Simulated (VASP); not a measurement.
AlV2C, 8 atoms in the cell. Symmetry: P6_3/mmc, No. 194, hexagonal system. The conventional cell has a = 2.870 Å, b = 2.870 Å, c = 12.987 Å, α = 90.00°, β = 90.00°, γ = 120.00°. Within 3.7 Å of Al (site symmetry -6m2) lie 6 V at 2.70 Å and 6 Al at 2.87 Å and 6 C at 3.64 Å. Within 2.9 Å of V (site symmetry 3m) lie 3 C at 2.00 Å and 3 Al at 2.70 Å and 9 V at 2.79 to 2.87 Å. C (site symmetry -3m) has 6 V at 2.00 Å within 2.6 Å. 

| Item | Value |
| --- | --- |
| Program | VASP 6.6.1 |
| Task | single point |
| Functional | PBE |
| Dispersion | D3(BJ) |
| Potentials or basis | VASP PAW PBE potentials, release 64 (Al, V_sv, C) |
| Cutoff | 520 eV |
| k mesh | 15 × 15 × 4 |
| Occupations | gaussian, width 0.1 eV |
| Spin | no spin polarisation |
| Dipole correction | no |
| Further INCAR settings | ALGO = Normal; EDIFF = 1e-06; NBANDS = 43 |

Potentials or basis: VASP PAW PBE potentials, release 64 (Al, V_sv, C).

Run with:

```bash
$ cat potpaw_PBE.64/Al/POTCAR potpaw_PBE.64/V_sv/POTCAR potpaw_PBE.64/C/POTCAR > POTCAR
$ mpirun -np 1 vasp_std > vasp.out
```

Hardware: 1 thread of Intel Xeon 8259CL (shared host).

How long does it take, and how much memory?

It took 6.7 min on 1 thread of Intel Xeon 8259CL (shared host), peak memory 0.41 GiB. Counts: scf iterations 14, k points 81.
